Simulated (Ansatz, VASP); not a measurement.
# AlP5 in VASP and in Ansatz

Contents of INCAR:

```
SYSTEM = AlP5
PREC = Accurate
ENCUT = 600
EDIFF = 1E-7
ISMEAR = 0
SIGMA = 0.1
LREAL = .False.
LASPH = .True.
NELM = 80
ALGO = Normal
ISIF = 3
LWAVE = .False.
LCHARG = .False.
GGA = PE
IBRION = 2
NSW = 90
EDIFFG = -0.04
```

File KPOINTS:

```
Automatic mesh
0
Gamma
  4 4 4
  0 0 0
```

File POSCAR:

```
AlP5
1.0
    0.0000000000      3.9856235800      3.9856235800
    3.9856235800      0.0000000000      3.9856235800
    3.9856235800      3.9856235800      0.0000000000
Al P
1 5
Direct
    0.0000000000      0.0000000000      0.0000000000
    0.2500000000      0.2500000000      0.2500000000
    0.1295901500      0.6234699500      0.6234699500
    0.6234699500      0.6234699500      0.6234699500
    0.6234699500      0.6234699500      0.1295901500
    0.6234699500      0.1295901500      0.6234699500
```

Input for Ansatz:

```yaml
crystal:
  lattice:
    - [0.0, 3.98562358, 3.98562358]
    - [3.98562358, 0.0, 3.98562358]
    - [3.98562358, 3.98562358, 0.0]
  atoms:
    - { symbol: Al, position: [0.0, 0.0, 0.0] }
    - { symbol: P, position: [0.25, 0.25, 0.25] }
    - { symbol: P, position: [0.12959015, 0.62346995, 0.62346995] }
    - { symbol: P, position: [0.62346995, 0.62346995, 0.62346995] }
    - { symbol: P, position: [0.62346995, 0.62346995, 0.12959015] }
    - { symbol: P, position: [0.62346995, 0.12959015, 0.62346995] }
basis:
  ecutwfc: 420
kpoints:
  mp_grid: { grid: [4, 4, 4] }
hamiltonian:
  xc: pbe
scf:
  occupations: { method: gaussian, width: 0.1 }
  lower_state_search: "off"
output:
  forces: true
  stress: true
  eigenvalues: true
relax:
  adjacent_minimum: "off"
  f_tol: 0.04
  max_steps: 70
  cell: { stress_tol: 0.4 }
```

Change from the starting cell: species swapped into the ZrNi5 type (F-43m, No. 216).

Alike in both runs: task relaxation of cell and atoms; functional PBE; k mesh 4 × 4 × 4; occupations gaussian, width 0.1 eV; no spin polarisation.

|  | VASP | Ansatz |
| --- | --- | --- |
| version | VASP 6.6.1 | Ansatz 0.2.0 |
| potentials or method | VASP PAW PBE potentials, release 64 (Al, P), cutoff 600 eV | scalar-relativistic, plane waves, PAW |
| valence electrons in the cell | 28 | 28 |

```tsv
	VASP	Ansatz	Ansatz less VASP
gap on the k mesh at the Fermi level, each at its own relaxed structure (eV)	none	none	-
relaxed volume (Å³/atom)	15.18	15.13	-0.048
relaxed cell length with the largest relative difference (Å)	5.050	5.044	-0.0054
```

A gap of «none» marks a metal or a gap that the smearing closes.

Noted on VASP's run: the volume moved by over 15 % at a fixed basis, so the end points are rough.
